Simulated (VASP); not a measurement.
**Ta3N: single point with r2SCAN**

The system is Ta3N.

```
Ta N
1.0
     2.99124    0.00000    0.00000
    -1.49562    2.59049    0.00000
     0.00000    0.00000    7.42245
Ta N
3 1
Direct
  0.66667 0.33333 0.82607
  0.33333 0.66667 0.17393
  0.00000 0.00000 0.50000
  0.00000 0.00000 0.00000
```

- Program: VASP 6.6.1
- Task: single point
- Functional: r2SCAN
- Potentials or basis: VASP PAW PBE potentials, release 64 (Ta_pv, N)
- Cutoff: 520 eV
- k mesh: 10 × 10 × 4
- Occupations: fermi-dirac, width 0.05 eV
- Spin: no spin polarisation
- Dipole correction: no
- Further INCAR settings: ALGO = Normal; EDIFF = 1e-06; NBANDS = 27

```yaml
Pressure: 8.0 GPa
Largest_force: 0.265 eV/Å
Band_gap_on_the_k_mesh: zero (band 19 reaches 7.35 eV, above the bottom of band 20 at 6.67 eV)
```

Forces on the atoms (eV/Å):
```
Ta   0.000  0.000 -0.265
Ta   0.000  0.000  0.265
Ta   0.000  0.000  0.000
N    0.000  0.000  0.000
```

Stress tensor (GPa, compression positive):
```
7.13 0.00 0.00
0.00 7.13 0.00
0.00 0.00 9.75
```

Levels at points of the mesh, in eV from the Fermi level:
```tsv
k point	band 17	band 18	band 19	band 20	band 21	band 22
(0.00, 0.00, 0.00)	-0.47	-0.47	-0.34	0.31	0.31	0.97
(0.50, 0.00, 0.00)	-1.40	-0.58	0.14	0.79	0.88	3.82
(0.00, 0.00, 0.50)	-1.24	-0.24	-0.24	0.58	0.58	1.29
(0.50, 0.00, 0.50)	-1.55	-1.41	0.12	1.01	1.40	2.64
```

Wall time 3.7 min on 1 thread of Intel(R) Xeon(R) 6975P-C (Granite Rapids), on a shared host, peak memory 0.22 GiB.

Caveat: the PAW data sets were made with another functional, which shifts forces and pressure a little; spin-orbit coupling is left out, which moves the levels of the heavy elements.
